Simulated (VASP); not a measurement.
# Al2Ru (Fddd) in VASP: further runs, part 2 of 3

VASP 6.6.1.

## 3. Single point, LDA (14.46 Å³/atom)

Input file INCAR:

```
ALGO = Normal ; EDIFF = 1E-6
ENCUT = 520 ; ISIF = 2
ISMEAR = 0 ; LASPH = T
LCHARG = F ; LREAL = F
LWAVE = F ; NBANDS = 29
NELM = 80 ; PREC = Accurate
SIGMA = 0.03
```

Input file KPOINTS:

```
k-points
0
Gamma
  10 10 10
```

Input file POSCAR:

```
Al2Ru
1.0
    0.0000000000      4.0607747098      4.4643159250
    2.3925755419      0.0000000000      4.4643159250
    2.3925755419      4.0607747098      0.0000000000
Al Ru
4 2
Direct
    0.0788992938      0.4211007062      0.0788992938
    0.4211007062      0.0788992938      0.4211007062
    0.1711007062      0.8288992938      0.1711007062
    0.8288992938      0.1711007062      0.8288992938
    0.7500000000      0.7500000000      0.7500000000
    0.5000000000      0.5000000000      0.5000000000
```

Potentials or basis: VASP PAW LDA potentials, release 64 (Al, Ru_pv).

Started as:

```console
cat potpaw_LDA.64/Al/POTCAR potpaw_LDA.64/Ru_pv/POTCAR > POTCAR
mpirun -np 1 vasp_std > vasp.out
```

OUTCAR:

```text
EDIFF = 1E-6
   ENCUT = 520
   ISIF = 2
   ISMEAR = 0
   LASPH = T
   LREAL = F
   NELM = 80
   PREC = Accurate

 ion  position               nearest neighbor table
   1  0.079  0.421  0.079-   6 2.61   6 2.61   3 2.64   3 2.64   5 2.67   2 2.71   2 2.71   5 2.77
                             5 2.77   2 2.78   4 3.25   4 3.25   4 3.25   4 3.25
   2  0.421  0.079  0.421-   6 2.61   6 2.61   4 2.64   4 2.64   5 2.67   1 2.71   1 2.71   5 2.77
                             5 2.77   1 2.78   3 3.25   3 3.25   3 3.25   3 3.25
   3  0.171  0.829  0.171-   5 2.61   5 2.61   1 2.64   1 2.64   6 2.67   4 2.71   4 2.71   6 2.77
                             6 2.77   4 2.78   2 3.25   2 3.25   2 3.25   2 3.25
   4  0.829  0.171  0.829-   5 2.61   5 2.61   2 2.64   2 2.64   6 2.67   3 2.71   3 2.71   6 2.77
                             6 2.77   3 2.78   1 3.25   1 3.25   1 3.25   1 3.25
   5  0.750  0.750  0.750-   4 2.61   3 2.61   4 2.61   3 2.61   1 2.67   2 2.67   2 2.77   2 2.77
                             1 2.77   1 2.77   6 3.25   6 3.25   6 3.25   6 3.25
   6  0.500  0.500  0.500-   1 2.61   2 2.61   1 2.61   2 2.61   3 2.67   4 2.67   3 2.77   3 2.77
                             4 2.77   4 2.77   5 3.25   5 3.25   5 3.25   5 3.25

  LATTYP: Found a face centered orthorhombic cell.
 ALAT       =     4.7851510838
 B/A-ratio  =     1.6972399152
 C/A-ratio  =     1.8659038542

  Lattice vectors:

 A1 = (   0.0000000000,   4.0607747098,   4.4643159250)
 A2 = (   2.3925755419,   0.0000000000,   4.4643159250)
 A3 = (   2.3925755419,   4.0607747098,   0.0000000000)

Analysis of symmetry for initial positions (statically):
=====================================================================
 Subroutine PRICEL returns:
 Original cell was already a primitive cell.

 Routine SETGRP: Setting up the symmetry group for a
 face centered orthorhombic supercell.

 Subroutine GETGRP returns: Found  8 space group operations
 (whereof  4 operations were pure point group operations)
 out of a pool of  8 trial point group operations.

The static configuration has the point symmetry D_2 .
 The point group associated with its full space group is D_2h.

Analysis of symmetry for dynamics (positions and initial velocities):
=====================================================================
 Subroutine PRICEL returns:
 Original cell was already a primitive cell.

 Routine SETGRP: Setting up the symmetry group for a
 face centered orthorhombic supercell.

 Subroutine GETGRP returns: Found  8 space group operations
 (whereof  4 operations were pure point group operations)
 out of a pool of  8 trial point group operations.

The dynamic configuration has the point symmetry D_2 .
 The point group associated with its full space group is D_2h.

 Subroutine INISYM returns: Found  8 space group operations
 (whereof  4 operations are pure point group operations),
 and found     1 'primitive' translations

----------------------------------------------------------------------------------------

                                     Primitive cell

  volume of cell :      86.7480

  direct lattice vectors                    reciprocal lattice vectors
     0.000000000  4.060774710  4.464315925    -0.208979817  0.123129214  0.111999242
     2.392575542  0.000000000  4.464315925     0.208979817 -0.123129214  0.111999242
     2.392575542  4.060774710  0.000000000     0.208979817  0.123129214 -0.111999242

  length of vectors
[... 43 lines left out ...]
 Found    171 irreducible k-points:

 Following reciprocal coordinates:
            Coordinates               Weight
  0.000000  0.000000  0.000000      1.000000
  0.100000 -0.000000  0.000000      8.000000
  0.200000 -0.000000  0.000000      8.000000
  0.300000 -0.000000  0.000000      8.000000
  0.400000 -0.000000  0.000000      8.000000
  0.500000  0.000000  0.000000      4.000000
[... 16 lines left out ...]
  0.300000  0.300000  0.000000      2.000000
  0.400000  0.300000  0.000000      8.000000
 [... further k-points ...]
   k-points           NKPTS =    171   k-points in BZ     NKDIM =    171   number of bands    NBANDS=     29
   number of dos      NEDOS =    301   number of ions     NIONS =      6
   total plane-waves  NPLWV =  69120
   dimension x,y,z NGX =    48 NGY =   40 NGZ =   36
   dimension x,y,z NGXF=    96 NGYF=   80 NGZF=   72
   ions per type =               4   2
   NGX,Y,Z   is equivalent  to a cutoff of  13.22, 13.13, 12.70 a.u.
   NGXF,Y,Z  is equivalent  to a cutoff of  26.45, 26.26, 25.40 a.u.
 SYSTEM =  unknown system
   PREC   = accura    normal or accurate (medium, high low for compatibility)
   ISTART =      0    job   : 0-new  1-cont  2-samecut
   ICHARG =      2    charge: 1-file 2-atom 10-const
   ISPIN  =      1    spin polarized calculation?
   LNONCOLLINEAR =      F non collinear calculations
   LSORBIT =      F    spin-orbit coupling
   LASPH  =      T    aspherical Exc in radial PAW
   ENCUT  =  520.0 eV  38.22 Ry    6.18 a.u.  11.22  9.42  8.76*2*pi/ulx,y,z
   NELM   =     80;   NELMIN=  2; NELMDL= -5     # of ELM steps
   EDIFF  = 0.1E-05   stopping-criterion for ELM
   LREAL  =      F    real-space projection
[... 7 lines left out ...]
   TEBEG  =    0.0;   TEEND  =   0.0 temperature during run
   PSTRESS=    0.0 pullay stress
   NELECT =      40.0000    total number of electrons
   NUPDOWN=      -1.0000    fix difference up-down
   EMIN   =  10.00;   EMAX   =-10.00  energy-range for DOS
   EFERMI =   0.00;   METHOD = LEGACY
   ISMEAR =     0;   SIGMA  =   0.03  broadening in eV -4-tet -1-fermi 0-gaus
   EFERMI_NEDOS =   21; number of points for ismear=-14 and -15
   IALGO  =     38    algorithm
   IMIX   =      4    mixing-type and parameters
     AMIX     =   0.40;   BMIX     =  1.00
     AMIX_MAG =   1.60;   BMIX_MAG =  1.00
  volume/ion in A,a.u.               =      14.46        97.57
  Fermi-wavevector in a.u.,A,eV,Ry     =   1.264761  2.390051 21.764144  1.599619
  Thomas-Fermi vector in A             =   2.398049
   LORBIT       =      0    0 simple, 1 ext, 2 COOP (PROOUT), +10 PAW based schemes
   GGA     = CA    functional components
   LHFCALC =     F    Hartree Fock is set to
   AEXX    =    0.0000 exact exchange contribution
   IVDW    =     0    specifies the selected vdW correction
   LEPSILON=     F    determine dielectric tensor
   LRPA    =     F    only Hartree local field effects (RPA)
 non-spin polarized calculation
 Gauss-broadening in eV      SIGMA  =   0.03
  energy-cutoff  :      520.00
  volume of cell :       86.75
 maximum number of plane-waves:      2355
 NGX is ok and might be reduce to    48
   NGX = 23   NGY = 19   NGZ = 17

 number of electron      40.0000001 magnetization

 Free energy of the ion-electron system (eV)
  ---------------------------------------------------
  ext. energy  EPLUGINS =         0.00000000
  ---------------------------------------------------
  free energy    TOTEN  =       -42.15163401 eV

  energy without entropy =      -42.15160176  energy(sigma->0) =      -42.15161788

 E-fermi :   9.8190     XC(G=0): -11.8710

 val. band max:        9.8041579117   @ k =   0.0000   0.0000   0.0000
 cond. band min:       9.8451047145   @ k =   0.0000   0.3000   0.3000
 fundamental gap:      0.0409468028
 Fermi energy:         9.8189851047

 k-point     1 :       0.0000    0.0000    0.0000
  band No.  band energies     occupation
      1     -32.6536      2.00000
      2     -32.5826      2.00000
      3     -32.5699      2.00000
      4     -32.5286      2.00000
      5     -32.5190      2.00000
      6     -32.5139      2.00000
[... 757 lines left out ...]
     28      14.2934      0.00000
     29      15.4434      0.00000

 [... further k-points ...]

------------------------ aborting loop because EDIFF is reached ----------------------------------------

  FORCE on cell =-STRESS in cart. coord.  units (eV):
  Direction    XX          YY          ZZ          XY          YZ          ZX
  --------------------------------------------------------------------------------------
  -------------------------------------------------------------------------------------
  Total       -6.6489768     -5.9829622     -7.0159162      0.0000000      0.0000000      0.0000000
  in kB     -122.8021392   -110.5012961   -129.5792626      0.0000000      0.0000000      0.0000000
  external PRESSURE =    -120.9608993 kB  Pullay stress =       0.0000000 kB

 VOLUME and BASIS-vectors are now :
 -----------------------------------------------------------------------------
  energy-cutoff  :      520.00
  volume of cell :       86.75
      direct lattice vectors                 reciprocal lattice vectors
     0.000000000  4.060774710  4.464315925    -0.208979817  0.123129214  0.111999242
     2.392575542  0.000000000  4.464315925     0.208979817 -0.123129214  0.111999242
     2.392575542  4.060774710  0.000000000     0.208979817  0.123129214 -0.111999242

 POSITION                                       TOTAL-FORCE (eV/Angst)
 -----------------------------------------------------------------------------------
      1.19629      0.64078      2.23216         0.000000     -0.097074      0.000000
      1.19629      3.41999      2.23216         0.000000      0.097074      0.000000
      2.39258      1.38960      4.46432         0.000000      0.097074      0.000000
      2.39258      6.73195      4.46432         0.000000     -0.097074      0.000000
      3.58886      6.09116      6.69647         0.000000      0.000000     -0.000000
      2.39258      4.06077      4.46432        -0.000000      0.000000      0.000000
 -----------------------------------------------------------------------------------
    total drift:                               -0.000000     -0.000000     -0.000000

  FREE ENERGIE OF THE ION-ELECTRON SYSTEM (eV)
  ---------------------------------------------------
  free  energy   TOTEN  =       -42.1516340065 eV

  energy  without entropy=      -42.1516017553  energy(sigma->0) =      -42.15161788
```

OSZICAR:

```text
N       E                     dE             d eps       ncg     rms          rms(c)
DAV:   1     0.283072813629E+03    0.28307E+03   -0.21359E+04 10782   0.130E+03
DAV:   2    -0.329805558066E+02   -0.31605E+03   -0.30484E+03 10675   0.343E+02
DAV:   3    -0.435706819908E+02   -0.10590E+02   -0.10429E+02 12199   0.592E+01
DAV:   4    -0.437021593282E+02   -0.13148E+00   -0.13131E+00 11516   0.641E+00
DAV:   5    -0.437048106361E+02   -0.26513E-02   -0.26511E-02 12664   0.941E-01    0.158E+01
DAV:   6    -0.429699451352E+02    0.73487E+00   -0.12603E+01 11038   0.235E+01    0.556E+00
DAV:   7    -0.422607816799E+02    0.70916E+00   -0.35362E+00 10770   0.126E+01    0.347E+00
DAV:   8    -0.421569758238E+02    0.10381E+00   -0.21593E-01 11229   0.326E+00    0.562E-01
DAV:   9    -0.421521400591E+02    0.48358E-02   -0.96363E-03 12198   0.520E-01    0.317E-01
DAV:  10    -0.421517245808E+02    0.41548E-03   -0.25197E-03 11338   0.387E-01    0.100E-01
DAV:  11    -0.421516387968E+02    0.85784E-04   -0.55791E-04 11208   0.177E-01    0.338E-02
DAV:  12    -0.421516339665E+02    0.48303E-05   -0.22364E-05 13244   0.306E-02    0.480E-03
DAV:  13    -0.421516340065E+02   -0.40069E-07   -0.62930E-07  6747   0.455E-03
   1 F= -.42151634E+02 E0= -.42151618E+02  d E =-.322512E-04
```

stdout:

```text
POSCAR found type information on POSCAR AlRu
 POSCAR found :  2 types and       6 ions
 scaLAPACK will be used
 LDA part: xc-table for (Slater(with rela. corr.)+CA(PZ))
 , standard interpolation
 POSCAR, INCAR and KPOINTS ok, starting setup
 FFT: planning ... GRIDC
 FFT: planning ... GRID_SOFT
 FFT: planning ... GRID
 WAVECAR not read
 entering main loop
```

Run time: 3.3 min. Hardware: 1 thread of Intel Xeon 6975P-C (Granite Rapids), shared host; peak memory 0.46 GiB.

What came out:

* Free energy: -42.1516 eV
* Pressure: -12.1 GPa
* Largest force: 0.097 eV/Å

Forces on the atoms (eV/Å):
```
Al   0.000 -0.097  0.000
Al   0.000  0.097  0.000
Al   0.000  0.097  0.000
Al   0.000 -0.097  0.000
Ru   0.000  0.000  0.000
Ru   0.000  0.000  0.000
```

Stress tensor (GPa, compression positive):
```
-12.28   0.00   0.00
  0.00 -11.05   0.00
  0.00   0.00 -12.96
```

Caveat: the cell stands under tension.

## 4. Single point, LDA (13.12 Å³/atom)

This run uses another cell than the first one, of 13.12 Å³/atom.

Input file INCAR:

```
SYSTEM = Al2Ru
PREC = Accurate
ENCUT = 520
EDIFF = 1E-6
ISMEAR = 0
SIGMA = 0.03
LREAL = .FALSE.
LASPH = .TRUE.
NELM = 60
ALGO = Fast
ISIF = 2
LWAVE = .FALSE.
LCHARG = .FALSE.
GGA = CA
NBANDS = 29
```

Input file KPOINTS:

```
regular mesh
0
G
  10 10 10
  0 0 0
```

POSCAR: that of step 3 with these lines changed.

```diff
@@ -2,5 +2,5 @@
 1.0
-    0.0000000000      4.0607747098      4.4643159250
-    2.3925755419      0.0000000000      4.4643159250
-    2.3925755419      4.0607747098      0.0000000000
+    0.0000000000      4.0111258791      4.4097332206
+    2.2250684664      0.0000000000      4.4097332206
+    2.2250684664      4.0111258791      0.0000000000
 Al Ru
```

Started as:

```console
cat potpaw_LDA.64/Al/POTCAR potpaw_LDA.64/Ru_pv/POTCAR > POTCAR
mpirun -np 1 vasp_std > vasp.out
```

Run time: 9.8 min. Hardware: 1 thread of AMD EPYC 7R43 (Zen 3), shared host; peak memory 0.4 GiB.

Results (log left out):

```
Free energy            : -42.1897 eV
Pressure               : 5.4 GPa
Largest force          : 0.278 eV/Å
Band gap on the k mesh : zero (bands 20 and 21 overlap by 0.30 eV)
```

Forces on the atoms (eV/Å):
```
Al   0.000  0.278  0.000
Al   0.000 -0.278  0.000
Al   0.000 -0.278  0.000
Al   0.000  0.278  0.000
Ru   0.000  0.000  0.000
Ru   0.000  0.000  0.000
```

Stress tensor (GPa, compression positive):
```
17.86  0.00  0.00
 0.00 -0.79  0.00
 0.00  0.00 -1.01
```

Levels at points of the mesh, in eV from the Fermi level:
| k point | band 17 | band 18 | band 19 | band 20 | band 21 | band 22 | band 23 | band 24 |
| --- | --- | --- | --- | --- | --- | --- | --- | --- |
| (0.00, 0.00, 0.00) | -1.92 | -1.67 | -1.45 | 0.26 | 1.48 | 2.49 | 2.68 | 2.69 |
| (0.50, 0.00, 0.00) | -2.41 | -2.34 | -1.33 | -1.07 | 0.23 | 0.58 | 1.91 | 3.27 |
| (0.50, 0.50, 0.00) | -1.98 | -1.98 | -0.98 | -0.98 | 2.23 | 2.23 | 2.47 | 2.47 |
| (0.50, 0.00, 0.50) | -2.32 | -2.32 | -1.69 | -1.69 | 1.57 | 1.57 | 2.14 | 2.14 |
| (0.00, 0.50, 0.50) | -2.86 | -2.86 | -1.43 | -1.43 | 0.37 | 0.37 | 4.67 | 4.67 |

Caveat: the cell stands under pressure.

(Part 2 of 3 ends here.)
